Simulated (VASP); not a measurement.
Wanted: the native input for a VASP 6.6.1 run.

| Property | Result |
| --- | --- |
| Task | single point |
| Functional | r2SCAN |
| Potentials or basis | VASP PAW PBE potentials, release 64 (Cd, S) |
| Cutoff | 520 eV |
| k mesh | 8 × 8 × 8 |
| Occupations | gaussian, width 0.05 eV |
| Spin | no spin polarisation |
| Dipole correction | no |
| Further INCAR settings | ALGO = Normal; EDIFF = 1e-06; NBANDS = 16 |

CdS:

```
Cd S
1.0
     0.00000    2.65873    2.65873
     2.65873    0.00000    2.65873
     2.65873    2.65873    0.00000
Cd S
1 1
Direct
  0.99788 0.00212 0.00212
  0.50744 0.49256 0.49256
```

These files were run (other wordings do the same):

POSCAR

```
CdS
1.0
    0.0000000000      2.6587335697      2.6587335697
    2.6587335697      0.0000000000      2.6587335697
    2.6587335697      2.6587335697      0.0000000000
Cd S
1 1
Direct
   -0.0021230927      0.0021230927      0.0021230927
    0.5074443337      0.4925556663      0.4925556663
```

INCAR.step1

```
ALGO     = Normal         # electronic algorithm
EDIFF    = 1E-4           # SCF threshold, eV
ENCUT    = 520            # plane-wave cutoff, eV
GGA      = PE             # functional
ISMEAR   = 0              # smearing method
LASPH    = True           # aspherical terms in the spheres
LCHARG   = False          # write CHGCAR
LREAL    = False          # projectors in reciprocal space
LWAVE    = True           # write WAVECAR
NBANDS   = 16             # bands
NELM     = 100            # most SCF steps
PREC     = Accurate       # precision mode
SIGMA    = 0.05           # smearing width, eV
```

INCAR.step2

```
ALGO     = Normal         # electronic algorithm
EDIFF    = 1E-6           # SCF threshold, eV
ENCUT    = 520            # plane-wave cutoff, eV
ISIF     = 2              # what is computed and relaxed
ISMEAR   = 0              # smearing method
ISTART   = 1            
LASPH    = True           # aspherical terms in the spheres
LCHARG   = False          # write CHGCAR
LMIXTAU  = True         
LREAL    = False          # projectors in reciprocal space
LWAVE    = False          # write WAVECAR
METAGGA  = R2SCAN         # meta-GGA
NBANDS   = 16             # bands
NELM     = 100            # most SCF steps
PREC     = Accurate       # precision mode
SIGMA    = 0.05           # smearing width, eV
```

KPOINTS

```
k-points
0
Gamma
  8 8 8
```

Potentials or basis: VASP PAW PBE potentials, release 64 (Cd, S).

Launch:

```bash
$ cat potpaw_PBE.64/Cd/POTCAR potpaw_PBE.64/S/POTCAR > POTCAR
$ cp INCAR.step1 INCAR
$ mpirun -np 1 vasp_std > vasp.out
$ cp INCAR.step2 INCAR
$ mpirun -np 1 vasp_std > vasp.out
```

Results of the run:

- Pressure: 8.2 GPa
- Largest force: 0.167 eV/Å
- Band gap on the k mesh: 0.72 eV, indirect (least direct gap 2.93 eV)

Caveat: the PAW data sets were made with another functional, which shifts forces and pressure a little.

It took 94 s on 1 thread of Intel(R) Xeon(R) Platinum 8375C CPU @ 2.90GHz (Ice Lake), with other jobs on the host, peak memory 0.18 GiB.
